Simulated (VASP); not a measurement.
**HfNbF3: single point with PBE**

HfNbF3:

```
Hf Nb F
1.0
     2.94810    0.00000    0.00000
     0.00000    3.77523    3.33638
     0.00000   -3.77523    3.33638
Hf Nb F
1 1 3
Direct
  0.50000 0.27418 0.27418
  0.00000 0.91512 0.91512
  0.50000 0.62509 0.05212
  0.50000 0.05212 0.62509
  0.00000 0.52649 0.52649
```

The cell was generated, and may not be a known phase.

```
Program                : VASP 6.6.1
Task                   : single point
Functional             : PBE
Potentials or basis    : VASP PAW PBE potentials, release 64 (Hf_pv, Nb_sv, F)
Cutoff                 : 520 eV
k mesh                 : 6 × 4 × 4
Occupations            : gaussian, width 0.1 eV
Spin                   : no spin polarisation
Dipole correction      : no
Further INCAR settings : ALGO = Normal; EDIFF = 1e-07; NBANDS = 30
```

| Quantity | Value |
| --- | --- |
| Pressure | -1.1 GPa |
| Largest force | 0.126 eV/Å |
| Band gap on the k mesh | 0.33 eV (least direct gap 0.42 eV) |

Forces on the atoms (eV/Å):
```
Hf   0.000  0.000  0.126
Nb   0.000  0.000  0.021
F    0.000 -0.089 -0.015
F    0.000  0.089 -0.015
F    0.000  0.000 -0.118
```

Levels at points of the mesh, in eV from the valence-band top:
| k point | band 18 | band 19 | band 20 | band 21 | band 22 | band 23 | band 24 | band 25 | band 26 | band 27 |
| --- | --- | --- | --- | --- | --- | --- | --- | --- | --- | --- |
| (0.00, 0.00, 0.00) | -6.11 | -5.67 | -2.75 | -2.17 | -0.01 | 0.54 | 1.23 | 1.34 | 2.33 | 2.88 |
| (0.50, 0.00, 0.00) | -6.76 | -6.06 | -1.58 | -0.48 | -0.33 | 1.41 | 1.74 | 2.23 | 3.55 | 3.56 |
| (0.00, 0.50, 0.00) | -6.16 | -5.84 | -2.04 | -1.71 | -0.38 | 0.53 | 1.17 | 1.76 | 2.63 | 3.02 |
| (0.50, 0.50, 0.00) | -6.52 | -5.94 | -1.43 | -0.96 | -0.35 | 1.05 | 1.67 | 2.26 | 3.15 | 4.19 |
| (0.00, 0.50, 0.50) | -6.21 | -6.20 | -2.34 | -2.19 | -0.65 | 0.80 | 1.31 | 2.35 | 2.70 | 3.11 |
| (0.50, 0.50, 0.50) | -6.56 | -5.80 | -1.57 | -0.55 | -0.41 | 1.28 | 2.00 | 2.26 | 3.16 | 3.54 |

Wall time 97 s on 1 thread of Intel(R) Xeon(R) Platinum 8175M CPU @ 2.50GHz (Skylake/Cascade Lake), with other jobs on the host, peak memory 0.21 GiB.

Caveat: spin-orbit coupling is left out, which moves the levels of the heavy elements. A k mesh can miss the band edges.
